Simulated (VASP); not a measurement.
Set up this calculation in VASP 6.6.1, as the native input.

```
Task                   : single point
Functional             : r2SCAN
Potentials or basis    : VASP PAW PBE potentials, release 64 (Cl)
Cutoff                 : 520 eV
k mesh                 : 4 × 4 × 2
Occupations            : methfessel-paxton, width 0.01 eV
Spin                   : no spin polarisation
Dipole correction      : no
Further INCAR settings : ALGO = Normal; EDIFF = 1e-06; NBANDS = 22
```

The system is Cl.

```
Cl
1.0
     3.86698    0.00000    0.00000
     1.24866    3.65983    0.00000
     0.00000    0.00000    8.21000
Cl
4
Cartesian
  3.5266 0.4758 0.8210
  2.8982 1.3541 4.9260
  1.5890 3.1841 7.3890
  2.2174 2.3057 3.2840
```

One way to write it, as run:

POSCAR

```
Cl
1.0
    3.8669790000      0.0000000000      0.0000000000
    1.2486554674      3.6598341643      0.0000000000
    0.0000000000      0.0000000000      8.2100000000
Cl
4
Direct
    0.8700000000      0.1300000000      0.1000000000
    0.6300000000      0.3700000000      0.6000000000
    0.1300000000      0.8700000000      0.9000000000
    0.3700000000      0.6300000000      0.4000000000
```

INCAR.step1

```
PREC     = Accurate       # precision mode
ENCUT    = 520            # plane-wave cutoff, eV
ISMEAR   = 1              # smearing method
SIGMA    = 0.01           # smearing width, eV
LREAL    = False          # projectors in reciprocal space
LASPH    = True           # aspherical terms in the spheres
NELM     = 100            # most SCF steps
NBANDS   = 22             # bands
GGA      = PE             # functional
ALGO     = Normal         # electronic algorithm
EDIFF    = 1E-4           # SCF threshold, eV
LWAVE    = True           # write WAVECAR
LCHARG   = False          # write CHGCAR
```

INCAR.step2

```
PREC     = Accurate       # precision mode
ENCUT    = 520            # plane-wave cutoff, eV
EDIFF    = 1E-6           # SCF threshold, eV
ISMEAR   = 1              # smearing method
SIGMA    = 0.01           # smearing width, eV
LREAL    = False          # projectors in reciprocal space
LASPH    = True           # aspherical terms in the spheres
NELM     = 100            # most SCF steps
ALGO     = Normal         # electronic algorithm
ISIF     = 2              # what is computed and relaxed
LWAVE    = False          # write WAVECAR
LCHARG   = False          # write CHGCAR
METAGGA  = R2SCAN         # meta-GGA
LMIXTAU  = True         
NBANDS   = 22             # bands
ISTART   = 1
```

KPOINTS

```
Automatic mesh
0
Gamma
  4 4 2
```

Potentials or basis: VASP PAW PBE potentials, release 64 (Cl).

Command:

```console
$ cat potpaw_PBE.64/Cl/POTCAR > POTCAR
$ cp INCAR.step1 INCAR
$ mpirun -np 1 vasp_std > vasp.out
$ cp INCAR.step2 INCAR
$ mpirun -np 1 vasp_std > vasp.out
```

Results of the run:

```
Pressure               : -1.1 GPa
Largest force          : 0.382 eV/Å
Band gap on the k mesh : 2.88 eV (least direct gap 2.95 eV)
```

Caveat: the k points lie up to 0.43 Å⁻¹ apart; the PAW data sets were made with another functional, which shifts forces and pressure a little.

It took 49 s on 1 thread of Intel(R) Xeon(R) 6975P-C (Granite Rapids) (shared host), peak memory 0.24 GiB.
